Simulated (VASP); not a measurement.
# PtS2 (P-3m1) in VASP: notebook

Runs on PtS2. Level: PBEsol. Tasks: single point.

Program: VASP 6.6.1. These are calculated values, not measurements. Logs are shortened: lines on timing, memory, paths and dates and some standing lists are left out, and cuts for length are marked.

**1. The cell of the first run**

Symmetry: P-3m1, No. 164, trigonal system. The conventional cell has a = 3.632 Å, b = 3.632 Å, c = 5.039 Å, α = 90.00°, β = 90.00°, γ = 120.00°. Within 3.2 Å of Pt (site symmetry -3m) lie 6 S at 2.45 Å. S (site symmetry 3m) has 3 Pt at 2.45 Å within 3.2 Å.

**2. Single point, PBEsol (strain +0.025 along x and y, +0.000 along z)**

File INCAR:

```
  PREC = Accurate
  ENCUT = 520
  EDIFF = 1E-6
  ISMEAR = 0
  SIGMA = 0.05
  LREAL = F
  LASPH = T
  NELM = 80
  ALGO = Normal
  ISIF = 2
  LWAVE = F
  LCHARG = F
  GGA = PS
  NBANDS = 18
```

File KPOINTS:

```
regular mesh
0
Gamma
  12 12 8
```

File POSCAR:

```
PtS2
1.0
    3.6317794627      0.0000000000      0.0000000000
   -1.8158897313      3.1452132756      0.0000000000
    0.0000000000      0.0000000000      5.0388000000
Pt S
1 2
Direct
    0.0000000000      0.0000000000      0.0000000000
    0.3333333333      0.6666666667      0.2500000000
    0.6666666667      0.3333333333      0.7500000000
```

Potentials or basis: VASP PAW PBE potentials, release 64 (Pt, S).

Command:

```
$ cat potpaw_PBE.64/Pt/POTCAR potpaw_PBE.64/S/POTCAR > POTCAR
$ mpirun -np 1 vasp_std > vasp.out
```

OUTCAR:

```text
PREC = Accurate
   ENCUT = 520
   EDIFF = 1E-6
   ISMEAR = 0
   LREAL = F
   LASPH = T
   NELM = 80
   ISIF = 2
   GGA = PS

 ion  position               nearest neighbor table
   1  0.000  0.000  0.000-   2 2.45   3 2.45   2 2.45   3 2.45   3 2.45   2 2.45
   2  0.333  0.667  0.250-   1 2.45   1 2.45   1 2.45
   3  0.667  0.333  0.750-   1 2.45   1 2.45   1 2.45

  LATTYP: Found a hexagonal cell.
 ALAT       =     3.6317794627
 C/A-ratio  =     1.3874190467

  Lattice vectors:

 A1 = (   3.6317794627,   0.0000000000,   0.0000000000)
 A2 = (  -1.8158897313,   3.1452132756,   0.0000000000)
 A3 = (   0.0000000000,   0.0000000000,   5.0388000000)

Analysis of symmetry for initial positions (statically):
=====================================================================
 Subroutine PRICEL returns:
 Original cell was already a primitive cell.

 Routine SETGRP: Setting up the symmetry group for a
 hexagonal supercell.

 Subroutine GETGRP returns: Found 12 space group operations
 (whereof 12 operations were pure point group operations)
 out of a pool of 24 trial point group operations.

The static configuration has the point symmetry D_3d.

Analysis of symmetry for dynamics (positions and initial velocities):
=====================================================================
 Subroutine PRICEL returns:
 Original cell was already a primitive cell.

 Routine SETGRP: Setting up the symmetry group for a
 hexagonal supercell.

 Subroutine GETGRP returns: Found 12 space group operations
 (whereof 12 operations were pure point group operations)
 out of a pool of 24 trial point group operations.

The dynamic configuration has the point symmetry D_3d.

 Subroutine INISYM returns: Found 12 space group operations
 (whereof 12 operations are pure point group operations),
 and found     1 'primitive' translations

----------------------------------------------------------------------------------------

                                     Primitive cell

  volume of cell :      57.5568

  direct lattice vectors                    reciprocal lattice vectors
     3.631779463  0.000000000  0.000000000     0.275347116  0.158971731  0.000000000
    -1.815889731  3.145213276  0.000000000     0.000000000  0.317943463  0.000000000
     0.000000000  0.000000000  5.038800000     0.000000000  0.000000000  0.198459951

  length of vectors
[... 83 lines left out ...]
   NELM   =     80;   NELMIN=  2; NELMDL= -5     # of ELM steps
   EDIFF  = 0.1E-05   stopping-criterion for ELM
   LREAL  =      F    real-space projection
   EDIFFG = 0.1E-04   stopping-criterion for IOM
   NSW    =      0    number of steps for IOM
   IBRION =     -1    ionic relax: 0-MD 1-quasi-New 2-CG
   NFREE  =      0    steps in history (QN), initial steepest desc. (CG)
   ISIF   =      2    stress and relaxation
   ISYM   =      2    0-nonsym 1-usesym 2-fastsym
   POTIM  = 0.5000    time-step for ionic-motion
   TEBEG  =    0.0;   TEEND  =   0.0 temperature during run
   PSTRESS=    0.0 pullay stress
   NELECT =      22.0000    total number of electrons
   NUPDOWN=      -1.0000    fix difference up-down
   EMIN   =  10.00;   EMAX   =-10.00  energy-range for DOS
   EFERMI =   0.00;   METHOD = LEGACY
   ISMEAR =     0;   SIGMA  =   0.05  broadening in eV -4-tet -1-fermi 0-gaus
   EFERMI_NEDOS =   21; number of points for ismear=-14 and -15
   IALGO  =     38    algorithm
   IMIX   =      4    mixing-type and parameters
     AMIX     =   0.40;   BMIX     =  1.00
     AMIX_MAG =   1.60;   BMIX_MAG =  1.00
  volume/ion in A,a.u.               =      19.19       129.47
  Fermi-wavevector in a.u.,A,eV,Ry     =   1.188092  2.245169 19.205483  1.411563
  Thomas-Fermi vector in A             =   2.324229
   LORBIT       =      0    0 simple, 1 ext, 2 COOP (PROOUT), +10 PAW based schemes
   GGA     = PS    functional components
   LHFCALC =     F    Hartree Fock is set to
   AEXX    =    0.0000 exact exchange contribution
   IVDW    =     0    specifies the selected vdW correction
   LEPSILON=     F    determine dielectric tensor
   LRPA    =     F    only Hartree local field effects (RPA)
 non-spin polarized calculation
 Gauss-broadening in eV      SIGMA  =   0.05
  energy-cutoff  :      520.00
  volume of cell :       57.56
 maximum number of plane-waves:      1567
   NGX = 13   NGY = 13   NGZ = 19

 number of electron      22.0000002 magnetization

 Free energy of the ion-electron system (eV)
  ---------------------------------------------------
  ext. energy  EPLUGINS =         0.00000000
  ---------------------------------------------------
  free energy    TOTEN  =       -16.85289221 eV

  energy without entropy =      -16.85289221  energy(sigma->0) =      -16.85289221

 E-fermi :   6.3327     XC(G=0): -10.6532

 val. band max:        6.1711065418   @ k =   0.0000   0.0000   0.0000
 cond. band min:       6.5128242619   @ k =  -0.0833   0.3333   0.2500
 fundamental gap:      0.3417177200
 Fermi energy:         6.3327278837

 k-point     1 :       0.0000    0.0000    0.0000
  band No.  band energies     occupation
      1      -8.7593      2.00000
      2      -6.0864      2.00000
      3      -0.5642      2.00000
      4      -0.0346      2.00000
      5      -0.0346      2.00000
      6       2.5366      2.00000
[... 481 lines left out ...]
      5       0.4054      2.00000
      6       1.8877      2.00000
[... 10 lines left out ...]
     17      15.1387      0.00000
     18      15.2929      0.00000

 [... further k-points ...]

------------------------ aborting loop because EDIFF is reached ----------------------------------------

  FORCE on cell =-STRESS in cart. coord.  units (eV):
  Direction    XX          YY          ZZ          XY          YZ          ZX
  --------------------------------------------------------------------------------------
  -------------------------------------------------------------------------------------
  Total       -3.7125511     -3.7125511     -3.0133766     -0.0000000      0.0000000     -0.0000000
  in kB     -103.3442537   -103.3442537    -83.8817147     -0.0000000      0.0000000     -0.0000000
  external PRESSURE =     -96.8567407 kB  Pullay stress =       0.0000000 kB

 VOLUME and BASIS-vectors are now :
 -----------------------------------------------------------------------------
  energy-cutoff  :      520.00
  volume of cell :       57.56
      direct lattice vectors                 reciprocal lattice vectors
     3.631779463  0.000000000  0.000000000     0.275347116  0.158971731  0.000000000
    -1.815889731  3.145213276  0.000000000     0.000000000  0.317943463  0.000000000
     0.000000000  0.000000000  5.038800000     0.000000000  0.000000000  0.198459951

 POSITION                                       TOTAL-FORCE (eV/Angst)
 -----------------------------------------------------------------------------------
      0.00000      0.00000      0.00000        -0.000000      0.000000      0.000000
     -0.00000      2.09681      1.25970         0.000000      0.000000     -1.043868
      1.81589      1.04840      3.77910        -0.000000     -0.000000      1.043868
 -----------------------------------------------------------------------------------
    total drift:                               -0.000000     -0.000000     -0.000000

  FREE ENERGIE OF THE ION-ELECTRON SYSTEM (eV)
  ---------------------------------------------------
  free  energy   TOTEN  =       -16.8528922110 eV

  energy  without entropy=      -16.8528922095  energy(sigma->0) =      -16.85289221
```

OSZICAR:

```text
N       E                     dE             d eps       ncg     rms          rms(c)
DAV:   1     0.108806285644E+03    0.10881E+03   -0.10334E+04  4740   0.109E+03
DAV:   2    -0.126197004199E+02   -0.12143E+03   -0.11744E+03  5750   0.217E+02
DAV:   3    -0.181168158261E+02   -0.54971E+01   -0.54375E+01  5926   0.465E+01
DAV:   4    -0.181755273660E+02   -0.58712E-01   -0.58679E-01  6088   0.536E+00
DAV:   5    -0.181764048459E+02   -0.87748E-03   -0.87742E-03  6120   0.644E-01    0.157E+01
DAV:   6    -0.172138526310E+02    0.96255E+00   -0.63476E+00  4868   0.242E+01    0.110E+01
DAV:   7    -0.168768359227E+02    0.33702E+00   -0.12734E+00  4818   0.114E+01    0.500E+00
DAV:   8    -0.168570409124E+02    0.19795E-01   -0.92896E-02  5220   0.187E+00    0.120E+00
DAV:   9    -0.168529101477E+02    0.41308E-02   -0.86155E-03  5536   0.934E-01    0.304E-01
DAV:  10    -0.168528729544E+02    0.37193E-04   -0.18884E-03  5280   0.255E-01    0.705E-02
DAV:  11    -0.168528915696E+02   -0.18615E-04   -0.58615E-05  6462   0.634E-02    0.443E-02
DAV:  12    -0.168528922110E+02   -0.64142E-06   -0.48748E-06  5444   0.193E-02
   1 F= -.16852892E+02 E0= -.16852892E+02  d E =-.150131E-08
```

stdout:

```text
POSCAR found type information on POSCAR PtS
 POSCAR found :  2 types and       3 ions
 scaLAPACK will be used
 -----------------------------------------------------------------------------
|                                                                             |
|                                                                             |
|     You enforced a specific xc type in the INCAR file but a different       |
|     I HOPE YOU KNOW WHAT YOU ARE DOING!                                     |
|                                                                             |
 -----------------------------------------------------------------------------

 LDA part: xc-table for (Slater+PW92), standard interpolation
 POSCAR, INCAR and KPOINTS ok, starting setup
 FFT: planning ... GRIDC
 FFT: planning ... GRID_SOFT
 FFT: planning ... GRID
 WAVECAR not read
 entering main loop
```

Run time: 66 s. Hardware: 1 thread of Intel Xeon Platinum 8488C (Sapphire Rapids), shared host; peak memory 0.27 GiB.

What came out:

```yaml
Free_energy: -16.8529 eV
Pressure: -9.7 GPa
Largest_force: 1.044 eV/Å
Band_gap_on_the_k_mesh: 0.34 eV, indirect (least direct gap 0.64 eV)
```

Forces on the atoms (eV/Å):
```
Pt   0.000  0.000  0.000
S    0.000  0.000 -1.044
S    0.000  0.000  1.044
```

Stress tensor (GPa, compression positive):
```
-10.33   0.00   0.00
  0.00 -10.33   0.00
  0.00   0.00  -8.39
```

Levels at points of the mesh, in eV from the valence-band top:
```tsv
k point	band 8	band 9	band 10	band 11	band 12	band 13	band 14	band 15
(0.00, 0.00, 0.00)	-2.15	-1.20	-1.20	0.00	1.52	1.52	4.26	4.57
(0.50, 0.00, 0.00)	-3.23	-3.01	-2.96	-2.56	1.01	2.15	5.05	6.20
(0.00, 0.00, 0.50)	-2.77	-1.52	-1.52	-1.39	2.17	2.17	5.32	6.37
(0.50, 0.00, 0.50)	-3.02	-2.73	-2.68	-1.44	1.16	1.68	4.69	5.15
```

Caveat: the cell differs from its parent crystal (strain +0.025 along x and y, +0.000 along z); the PAW data sets were made with another functional, which shifts forces and pressure a little; spin-orbit coupling is left out, which moves the levels of the heavy elements. A k mesh can miss the band edges.

**3. Single point, PBEsol (strain +0.050 along x and y, -0.025 along z)**

Changes to INCAR since step 2:

```diff
@@ -11,4 +11,6 @@
   LWAVE = F
-  LCHARG = F
+  LCHARG = T
   GGA = PS
+  LELF = T
+  LVHAR = T
   NBANDS = 18
```

File KPOINTS:

```
Automatic mesh
0
Gamma
  12 12 8
```

File POSCAR:

```
PtS2
1.0
    3.7203594496      0.0000000000      0.0000000000
   -1.8601797248      3.2219257945      0.0000000000
    0.0000000000      0.0000000000      4.9128300000
Pt S
1 2
Direct
    0.0000000000      0.0000000000      0.0000000000
    0.3333333333      0.6666666667      0.2500000000
    0.6666666667      0.3333333333      0.7500000000
```

Potentials or basis: VASP PAW PBE potentials, release 64 (Pt, S).

Command:

```
$ cat potpaw_PBE.64/Pt/POTCAR potpaw_PBE.64/S/POTCAR > POTCAR
$ mpirun -np 1 vasp_std > vasp.out
```

Wall time 70 s (1 thread of Intel Xeon Platinum 8488C (Sapphire Rapids), shared host); peak memory 0.27 GiB.

The run converged. Its results:

- Free energy: -16.7071 eV
- Pressure: -13.2 GPa
- Largest force: 1.091 eV/Å
- Band gap on the k mesh: 0.11 eV, indirect (least direct gap 0.55 eV)

Forces in eV/Å, atoms in the order of the input:
```
Pt   0.000  0.000  0.000
S    0.000  0.000 -1.091
S    0.000  0.000  1.091
```

Stress tensor (GPa, compression positive):
```
-15.33   0.00   0.00
  0.00 -15.33   0.00
  0.00   0.00  -8.85
```

Levels at points of the mesh, in eV from the valence-band top:
```
           k point  band 8  band 9  band 10  band 11  band 12  band 13  band 14  band 15
(0.00, 0.00, 0.00)   -2.09   -1.36    -1.36     0.00     1.26     1.26     4.02     4.15
(0.50, 0.00, 0.00)   -3.32   -3.09    -3.04    -2.63     0.75     1.98     4.82     6.23
(0.00, 0.00, 0.50)   -2.72   -1.73    -1.73    -1.49     1.97     1.97     5.22     5.96
(0.50, 0.00, 0.50)   -3.10   -2.83    -2.80    -1.36     0.94     1.31     4.64     5.13
```

Caveat: the cell differs from its parent crystal (strain +0.050 along x and y, -0.025 along z); the PAW data sets were made with another functional, which shifts forces and pressure a little; spin-orbit coupling is left out, which moves the levels of the heavy elements. A k mesh can miss the band edges.

**4. Single point, PBEsol (strain +0.050 along x and y, +0.050 along z)**

File INCAR:

```
PREC     = Accurate       # precision mode
ENCUT    = 520            # plane-wave cutoff, eV
EDIFF    = 1E-6           # SCF threshold, eV
ISMEAR   = 0              # smearing method
SIGMA    = 0.05           # smearing width, eV
LREAL    = False          # projectors in reciprocal space
LASPH    = True           # aspherical terms in the spheres
NELM     = 80             # most SCF steps
ALGO     = Normal         # electronic algorithm
ISIF     = 2              # what is computed and relaxed
LWAVE    = False          # write WAVECAR
LCHARG   = False          # write CHGCAR
GGA      = PS             # functional
NBANDS   = 18             # bands
```

File KPOINTS:

```
regular mesh
0
Gamma
  12 12 8
```

Changes to POSCAR since step 3:

```diff
@@ -4,3 +4,3 @@
    -1.8601797248      3.2219257945      0.0000000000
-    0.0000000000      0.0000000000      4.9128300000
+    0.0000000000      0.0000000000      5.2907400000
 Pt S
```

Command:

```
$ cat potpaw_PBE.64/Pt/POTCAR potpaw_PBE.64/S/POTCAR > POTCAR
$ mpirun -np 1 vasp_std > vasp.out
```

Run time: 2.9 min. Hardware: 1 thread of Intel Xeon 8259CL, shared host; peak memory 0.28 GiB.

Results (log left out):

```
Free energy            : -16.3748 eV
Pressure               : -16.7 GPa
Largest force          : 1.918 eV/Å
Band gap on the k mesh : 0.35 eV, indirect (least direct gap 0.62 eV)
```

Forces on the atoms (eV/Å):
```
Pt   0.000  0.000  0.000
S    0.000  0.000 -1.918
S    0.000  0.000  1.918
```

Stress tensor (GPa, compression positive):
```
-17.82   0.00   0.00
  0.00 -17.82   0.00
  0.00   0.00 -14.57
```

Levels at points of the mesh, in eV from the valence-band top:
```csv
k point,band 9,band 10,band 11,band 12,band 13,band 14
"(0.00, 0.00, 0.00)",-0.96,-0.96,0.00,1.46,1.46,4.05
"(0.50, 0.00, 0.00)",-2.59,-2.54,-2.22,1.00,1.91,4.79
"(0.00, 0.00, 0.50)",-1.38,-1.22,-1.22,1.94,1.94,5.41
"(0.50, 0.00, 0.50)",-2.30,-2.23,-1.30,1.15,1.50,4.39
```

Caveat: the cell differs from its parent crystal (strain +0.050 along x and y, +0.050 along z); the PAW data sets were made with another functional, which shifts forces and pressure a little; spin-orbit coupling is left out, which moves the levels of the heavy elements. A k mesh can miss the band edges.

**5. Overview**

```tsv
cell	gap on the mesh (eV)	pressure (GPa)	largest force (eV/Å)
a = 3.632, b = 3.632, c = 5.039 Å, angles 90.0, 90.0, 120.0°, 3 atoms	0.34	-9.7	1.04
a = 3.720, b = 3.720, c = 4.913 Å, angles 90.0, 90.0, 120.0°, 3 atoms	0.11	-13.2	1.09
a = 3.720, b = 3.720, c = 5.291 Å, angles 90.0, 90.0, 120.0°, 3 atoms	0.35	-16.7	1.92
```

Alike in all rows: task single point; level PBEsol; potentials or basis VASP PAW PBE potentials, release 64 (Pt, S); no spin polarisation; k mesh 12 × 12 × 8; cutoff (eV) 520; smearing gaussian 0.05 eV.

Caveats: the PAW data sets were made with another functional, which shifts forces and pressure a little; spin-orbit coupling is left out, which moves the levels of the heavy elements.

Total energies depend on the potentials used, so only differences within one code and one set of settings carry meaning.
